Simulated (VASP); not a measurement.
# HfO2 (Fm-3m) in VASP: single point with PBE

Aim: the single point of HfO2 with PBE.

Program: VASP 6.6.1. These are calculated values, not measurements. Logs are shortened: lines on timing, memory, paths and dates and some standing lists are left out, and cuts for length are marked.

## Step 1: The cell of the first run

It takes space group Fm-3m (No. 225, cubic). Conventional cell: a = 5.098 Å, b = 5.098 Å, c = 5.098 Å, α = 90.00°, β = 90.00°, γ = 90.00°. Within 2.9 Å of Hf (site symmetry m-3m) lie 8 O at 2.21 Å. O (site symmetry -43m) has 4 Hf at 2.21 Å and 6 O at 2.55 Å within 2.9 Å.

## Step 2: Single point, PBE

Input file INCAR:

```
ALGO = Normal
EDIFF = 1E-7
ENCUT = 520
GGA = PE
ISIF = 2
ISMEAR = 0
ISYM = 0
LASPH = T
LCHARG = T
LELF = T
LREAL = Auto
LVHAR = T
LWAVE = F
NBANDS = 106
NELM = 100
PREC = Accurate
SIGMA = 0.02
```

Input file KPOINTS:

```
Automatic mesh
0
Gamma
  2 2 2
  0.5 0.5 0.5
```

Input file POSCAR:

```
HfO2
1.0
   -5.0976115218      5.0976115218      0.0000000000
   -5.0976115218      0.0000000000      5.0976115218
    0.0000000000      5.0976115218      5.0976115218
Hf O
8 16
Direct
    1.0000000000      1.0000000000      0.5000000000
    0.5000000000      1.0000000000      0.5000000000
    1.0000000000      0.5000000000      0.5000000000
    1.0000000000      1.0000000000      0.0000000000
    0.5000000000      0.5000000000      0.5000000000
    0.5000000000      1.0000000000      0.0000000000
    1.0000000000      0.5000000000      0.0000000000
    0.5000000000      0.5000000000      0.0000000000
    0.8750000000      0.8750000000      0.3750000000
    0.3750000000      0.8750000000      0.3750000000
    0.8750000000      0.3750000000      0.3750000000
    0.8750000000      0.8750000000      0.8750000000
    0.3750000000      0.3750000000      0.3750000000
    0.3750000000      0.8750000000      0.8750000000
    0.8750000000      0.3750000000      0.8750000000
    0.3750000000      0.3750000000      0.8750000000
    0.6250000000      0.6250000000      0.1250000000
    0.1250000000      0.6250000000      0.1250000000
    0.6250000000      0.1250000000      0.1250000000
    0.6250000000      0.6250000000      0.6250000000
    0.1250000000      0.1250000000      0.1250000000
    0.1250000000      0.6250000000      0.6250000000
    0.6250000000      0.1250000000      0.6250000000
    0.1250000000      0.1250000000      0.6250000000
```

Potentials or basis: VASP PAW PBE potentials, release 64 (Hf_pv, O).

Run with:

```bash
> cat potpaw_PBE.64/Hf_pv/POTCAR potpaw_PBE.64/O/POTCAR > POTCAR
> mpirun -np 1 vasp_std > vasp.out
```

OUTCAR:

```text
EDIFF = 1E-7
   ENCUT = 520
   GGA = PE
   ISIF = 2
   ISMEAR = 0
   ISYM = 0
   LASPH = T
   LREAL = Auto
   NELM = 100
   PREC = Accurate

 ion  position               nearest neighbor table
   1  0.000  0.000  0.500-   9 2.21  10 2.21  11 2.21  12 2.21  21 2.21  22 2.21  23 2.21  24 2.21
                             4 3.60   2 3.60   3 3.60   4 3.60   6 3.60   7 3.60   3 3.60   5 3.60
   2  0.500  0.000  0.500-   9 2.21  10 2.21  13 2.21  14 2.21  19 2.21  20 2.21  23 2.21  24 2.21
                             6 3.60   1 3.60   5 3.60   4 3.60   6 3.60   8 3.60   3 3.60   5 3.60
   3  0.000  0.500  0.500-   9 2.21  11 2.21  13 2.21  15 2.21  18 2.21  20 2.21  22 2.21  24 2.21
                             7 3.60   1 3.60   5 3.60   4 3.60   7 3.60   8 3.60   1 3.60   2 3.60
   4  0.000  0.000  0.000-   9 2.21  12 2.21  14 2.21  15 2.21  18 2.21  19 2.21  21 2.21  24 2.21
                             7 3.60   1 3.60   6 3.60   1 3.60   2 3.60   3 3.60   3 3.60   7 3.60
   5  0.500  0.500  0.500-  10 2.21  11 2.21  13 2.21  16 2.21  17 2.21  20 2.21  22 2.21  23 2.21
                             8 3.60   2 3.60   3 3.60   6 3.60   7 3.60   8 3.60   1 3.60   2 3.60
   6  0.500  0.000  0.000-  10 2.21  12 2.21  14 2.21  16 2.21  17 2.21  19 2.21  21 2.21  23 2.21
                             8 3.60   2 3.60   4 3.60   1 3.60   2 3.60   5 3.60   5 3.60   7 3.60
   7  0.000  0.500  0.000-  11 2.21  12 2.21  15 2.21  16 2.21  17 2.21  18 2.21  21 2.21  22 2.21
                             8 3.60   3 3.60   4 3.60   1 3.60   3 3.60   5 3.60   1 3.60   4 3.60
   8  0.500  0.500  0.000-  13 2.21  14 2.21  15 2.21  16 2.21  17 2.21  18 2.21  19 2.21  20 2.21
                             7 3.60   5 3.60   6 3.60   2 3.60   3 3.60   5 3.60   2 3.60   4 3.60
   9  0.875  0.875  0.375-   1 2.21   2 2.21   3 2.21   4 2.21
  10  0.375  0.875  0.375-   1 2.21   2 2.21   5 2.21   6 2.21
  11  0.875  0.375  0.375-   1 2.21   3 2.21   5 2.21   7 2.21
  12  0.875  0.875  0.875-   1 2.21   4 2.21   6 2.21   7 2.21
  13  0.375  0.375  0.375-   2 2.21   3 2.21   5 2.21   8 2.21
  14  0.375  0.875  0.875-   2 2.21   4 2.21   6 2.21   8 2.21
[... 8 lines left out ...]
  23  0.625  0.125  0.625-   1 2.21   2 2.21   5 2.21   6 2.21
  24  0.125  0.125  0.625-   1 2.21   2 2.21   3 2.21   4 2.21

IMPORTANT INFORMATION: All symmetrisations will be switched off!
NOSYMM: (Re-)initialisation of all symmetry stuff for point group C_1.

----------------------------------------------------------------------------------------

                                     Primitive cell

  volume of cell :     264.9294

  direct lattice vectors                    reciprocal lattice vectors
    -5.097611522  5.097611522  0.000000000    -0.098085152  0.098085152 -0.098085152
    -5.097611522  0.000000000  5.097611522    -0.098085152 -0.098085152  0.098085152
     0.000000000  5.097611522  5.097611522     0.098085152  0.098085152  0.098085152

  length of vectors
     7.209111350  7.209111350  7.209111350     0.169888466  0.169888466  0.169888466

  position of ions in fractional coordinates (direct lattice)
     0.000000000  0.000000000  0.500000000
     0.500000000  0.000000000  0.500000000
     0.000000000  0.500000000  0.500000000
     0.000000000  0.000000000  0.000000000
     0.500000000  0.500000000  0.500000000
     0.500000000  0.000000000  0.000000000
[... 16 lines left out ...]
     0.625000000  0.125000000  0.625000000
     0.125000000  0.125000000  0.625000000

  ion indices of the primitive-cell ions
   primitive index   ion index
                 1           1
                 2           2
                 3           3
                 4           4
                 5           5
                 6           6
[... 16 lines left out ...]
                23          23
                24          24

----------------------------------------------------------------------------------------

 KPOINTS: Automatic mesh

Automatic generation of k-mesh.
 Grid dimensions read from file:
 generate k-points for:    2    2    2

 Generating k-lattice:

  Cartesian coordinates                     Fractional coordinates (reciprocal lattice)
    -0.049042576  0.049042576 -0.049042576     0.500000000  0.000000000  0.000000000
    -0.049042576 -0.049042576  0.049042576     0.000000000  0.500000000  0.000000000
     0.049042576  0.049042576  0.049042576     0.000000000  0.000000000  0.500000000

  Length of vectors
     0.084944233  0.084944233  0.084944233

  Shift w.r.t. Gamma in fractional coordinates (k-lattice)
     0.500000000  0.500000000  0.500000000

 Subroutine IBZKPT returns following result:
 ===========================================

 Found     16 irreducible k-points:

 Following reciprocal coordinates:
            Coordinates               Weight
  0.250000  0.250000  0.250000      2.000000
  0.250000  0.000000  0.000000      2.000000
  0.000000  0.000000 -0.250000      2.000000
  0.000000  0.250000  0.000000      2.000000
 -0.250000  0.250000  0.250000      2.000000
  0.250000 -0.250000  0.250000      2.000000
[... 8 lines left out ...]
  0.000000  0.250000  0.500000      2.000000
  0.500000  0.250000  0.000000      2.000000
   k-points           NKPTS =     16   k-points in BZ     NKDIM =     16   number of bands    NBANDS=    106
   number of dos      NEDOS =    301   number of ions     NIONS =     24
   total plane-waves  NPLWV = 157464
   dimension x,y,z NGX =    54 NGY =   54 NGZ =   54
   dimension x,y,z NGXF=   108 NGYF=  108 NGZF=  108
   ions per type =               8  16
   NGX,Y,Z   is equivalent  to a cutoff of  12.45, 12.45, 12.45 a.u.
   NGXF,Y,Z  is equivalent  to a cutoff of  24.91, 24.91, 24.91 a.u.
 SYSTEM =  unknown system
   PREC   = accura    normal or accurate (medium, high low for compatibility)
   ISTART =      0    job   : 0-new  1-cont  2-samecut
   ICHARG =      2    charge: 1-file 2-atom 10-const
   ISPIN  =      1    spin polarized calculation?
   LNONCOLLINEAR =      F non collinear calculations
   LSORBIT =      F    spin-orbit coupling
   LASPH  =      T    aspherical Exc in radial PAW
   ENCUT  =  520.0 eV  38.22 Ry    6.18 a.u.  13.40 13.40 13.40*2*pi/ulx,y,z
   NELM   =    100;   NELMIN=  2; NELMDL= -5     # of ELM steps
   EDIFF  = 0.1E-06   stopping-criterion for ELM
   LREAL  =      T    real-space projection
   EDIFFG = 0.1E-05   stopping-criterion for IOM
   NSW    =      0    number of steps for IOM
   IBRION =     -1    ionic relax: 0-MD 1-quasi-New 2-CG
   NFREE  =      0    steps in history (QN), initial steepest desc. (CG)
   ISIF   =      2    stress and relaxation
   ISYM   =      0    0-nonsym 1-usesym 2-fastsym
   POTIM  = 0.5000    time-step for ionic-motion
   TEBEG  =    0.0;   TEEND  =   0.0 temperature during run
   PSTRESS=    0.0 pullay stress
   NELECT =     176.0000    total number of electrons
   NUPDOWN=      -1.0000    fix difference up-down
   EMIN   =  10.00;   EMAX   =-10.00  energy-range for DOS
   EFERMI =   0.00;   METHOD = LEGACY
   ISMEAR =     0;   SIGMA  =   0.02  broadening in eV -4-tet -1-fermi 0-gaus
   EFERMI_NEDOS =   21; number of points for ismear=-14 and -15
   IALGO  =     38    algorithm
   IMIX   =      4    mixing-type and parameters
     AMIX     =   0.40;   BMIX     =  1.00
     AMIX_MAG =   1.60;   BMIX_MAG =  1.00
  volume/ion in A,a.u.               =      11.04        74.49
  Fermi-wavevector in a.u.,A,eV,Ry     =   1.428463  2.699404 27.762776  2.040506
  Thomas-Fermi vector in A             =   2.548522
   LORBIT       =      0    0 simple, 1 ext, 2 COOP (PROOUT), +10 PAW based schemes
   GGA     = PE    functional components
   LHFCALC =     F    Hartree Fock is set to
   AEXX    =    0.0000 exact exchange contribution
   IVDW    =     0    specifies the selected vdW correction
   LEPSILON=     F    determine dielectric tensor
   LRPA    =     F    only Hartree local field effects (RPA)
 non-spin polarized calculation
 Gauss-broadening in eV      SIGMA  =   0.02
  energy-cutoff  :      520.00
  volume of cell :      264.93
 maximum number of plane-waves:      7165
 NGX is ok and might be reduce to    54
   NGX = 27   NGY = 27   NGZ = 27

 number of electron     175.9999935 magnetization

 Free energy of the ion-electron system (eV)
  ---------------------------------------------------
  ext. energy  EPLUGINS =         0.00000000
  ---------------------------------------------------
  free energy    TOTEN  =      -241.95983846 eV

  energy without entropy =     -241.95983846  energy(sigma->0) =     -241.95983846

 E-fermi :   3.8907     XC(G=0): -11.7516

 val. band max:        3.7908427544   @ k =   0.0000   0.0000  -0.2500
 cond. band min:       8.1703471870   @ k =   0.2500   0.2500   0.2500
 fundamental gap:      4.3795044326
 Fermi energy:         3.8907490383

 k-point     1 :       0.2500    0.2500    0.2500
  band No.  band energies     occupation
      1     -26.0110      2.00000
      2     -26.0110      2.00000
      3     -26.0110      2.00000
      4     -25.9975      2.00000
      5     -25.9975      2.00000
      6     -25.9975      2.00000
[... 92 lines left out ...]
     99       8.8239      0.00000
    100       8.8239      0.00000

 k-point     2 :       0.2500    0.0000    0.0000
  band No.  band energies     occupation
      1     -26.0110      2.00000
      2     -26.0110      2.00000
      3     -26.0110      2.00000
      4     -25.9975      2.00000
      5     -25.9975      2.00000
      6     -25.9975      2.00000
[... 1431 lines left out ...]
     99       9.0440      0.00000
    100       9.0993      0.00000

 k-point    16 :       0.5000    0.2500    0.0000
  band No.  band energies     occupation
      1     -25.9469      2.00000
      2     -25.9469      2.00000
      3     -25.9414      2.00000
      4     -25.9404      2.00000
      5     -25.9404      2.00000
      6     -25.9269      2.00000
[... 92 lines left out ...]
     99       9.0440      0.00000
    100       9.0993      0.00000
 [bands above 100 left out]

------------------------ aborting loop because EDIFF is reached ----------------------------------------

  FORCE on cell =-STRESS in cart. coord.  units (eV):
  Direction    XX          YY          ZZ          XY          YZ          ZX
  --------------------------------------------------------------------------------------
  -------------------------------------------------------------------------------------
  Total       -6.0852016     -6.0852052     -6.0852043     -0.0000647      0.0000637     -0.0000643
  in kB      -36.8006379    -36.8006601    -36.8006547     -0.0003916      0.0003851     -0.0003889
  external PRESSURE =     -36.8006509 kB  Pullay stress =       0.0000000 kB

 VOLUME and BASIS-vectors are now :
 -----------------------------------------------------------------------------
  energy-cutoff  :      520.00
  volume of cell :      264.93
      direct lattice vectors                 reciprocal lattice vectors
    -5.097611522  5.097611522  0.000000000    -0.098085152  0.098085152 -0.098085152
    -5.097611522  0.000000000  5.097611522    -0.098085152 -0.098085152  0.098085152
     0.000000000  5.097611522  5.097611522     0.098085152  0.098085152  0.098085152

 POSITION                                       TOTAL-FORCE (eV/Angst)
 -----------------------------------------------------------------------------------
      0.00000      2.54881      2.54881        -0.000007     -0.000001     -0.000006
     -2.54881      5.09761      2.54881        -0.000003     -0.000008     -0.000003
     -2.54881      2.54881      5.09761        -0.000008     -0.000004     -0.000009
      0.00000      0.00000      0.00000         0.000005      0.000007      0.000001
     -5.09761      5.09761      5.09761        -0.000003     -0.000007     -0.000003
     -2.54881      2.54881      0.00000         0.000006      0.000004      0.000007
[... 16 lines left out ...]
     -3.82321      6.37201      3.82321        -0.000004     -0.000007     -0.000005
     -1.27440      3.82321      3.82321        -0.000008     -0.000003     -0.000011
 -----------------------------------------------------------------------------------
    total drift:                                0.000002      0.000001     -0.000002

  FREE ENERGIE OF THE ION-ELECTRON SYSTEM (eV)
  ---------------------------------------------------
  free  energy   TOTEN  =      -241.9598384609 eV

  energy  without entropy=     -241.9598384609  energy(sigma->0) =     -241.95983846
```

Wall time 12 min (1 thread of Intel Xeon Platinum 8488C (Sapphire Rapids), shared host); peak memory 0.56 GiB.

What came out:

```
Free energy            : -241.9598 eV
Pressure               : -3.7 GPa
Band gap on the k mesh : 4.38 eV
```

Caveat: the cell stands under tension; spin-orbit coupling is left out, which moves the levels of the heavy elements; a shifted mesh leaves out Γ, where band edges can lie.
